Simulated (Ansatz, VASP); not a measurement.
# Al3B2Sb: VASP beside Ansatz

```
CELL_PARAMETERS angstrom
3.50118 0.00000 0.00000
-1.75059 3.03211 0.00000
0.00000 0.00000 8.86416
ATOMIC_POSITIONS crystal
Al 0.66667 0.33333 0.33982
Al 0.66667 0.33333 0.06863
Al 0.00000 0.00000 0.86088
B 0.33333 0.66667 0.97873
B 0.33333 0.66667 0.19250
Sb 0.00000 0.00000 0.55943
```

Change from the starting cell: species swapped into the Tb2In3Cu type (P3m1, No. 156).

Alike in both runs: functional PBE; k mesh 12 × 12 × 4; occupations gaussian, width 0.1 eV; no spin polarisation.

Ansatz relaxed the structure, and its values are those at the end. VASP's run is a single point on that final structure, the one shown.

|  | VASP | Ansatz |
| --- | --- | --- |
| version | VASP 6.6.1 | Ansatz 0.2.0 |
| potentials or method | VASP PAW PBE potentials, release 64 (Al, B, Sb), cutoff 520 eV | scalar-relativistic, plane waves, PAW |
| valence electrons in the cell | 20 | 30 |

|  | VASP | Ansatz | Ansatz less VASP |
| --- | --- | --- | --- |
| gap on the k mesh at the Fermi level (eV) | none | none | - |
| pressure (GPa) | 0.0 | 0.0 | -0.03 |
| rms of the force components (eV/Å) | 0.009 | 0.002 | -0.0070 |

A gap of «none» marks a metal or a gap that the smearing closes. The functional is the same, so the differences come from potentials, cutoffs and numerics. VASP's potentials hold 20 valence electrons a cell and Ansatz's 30, so a difference there can come from the potentials and not from the codes.

Neither program's run includes spin-orbit coupling.
